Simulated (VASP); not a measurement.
Runs of VASP 6.6.1 on HBr. The structure is that of space group I4/mmm (No. 139), or close to it. The cells are those of the table. 

```tsv
cell	gap on the mesh (eV)	pressure (GPa)
a = 5.528, b = 5.528, c = 3.343 Å, 4 atoms	(c)	0.0
a = 5.691, b = 5.691, c = 3.343 Å, 4 atoms	1.51	-0.1
a = 5.609, b = 5.609, c = 3.343 Å, 4 atoms	(a)	-0.1
a = 5.609, b = 5.609, c = 3.282 Å, 4 atoms	(b)	1.3
a = 5.691, b = 5.691, c = 3.252 Å, 4 atoms	1.81	1.9
```

Alike in all rows: task single point; level PBEsol; potentials or basis VASP PAW PBE potentials, release 64 (H, Br); no spin polarisation; k mesh 6 × 6 × 8; cutoff (eV) 520; smearing gaussian 0.02 eV.

Task: Fill in the values left out.

Result: (a) 1.48; (b) 1.68; (c) 1.45.

Caveats: the PAW data sets were made with another functional, which shifts forces and pressure a little; the stress differs along the axes, from -0 to 6 GPa (at least some runs).

A k mesh can miss the band edges, and the runs leave out spin-orbit coupling on Br.
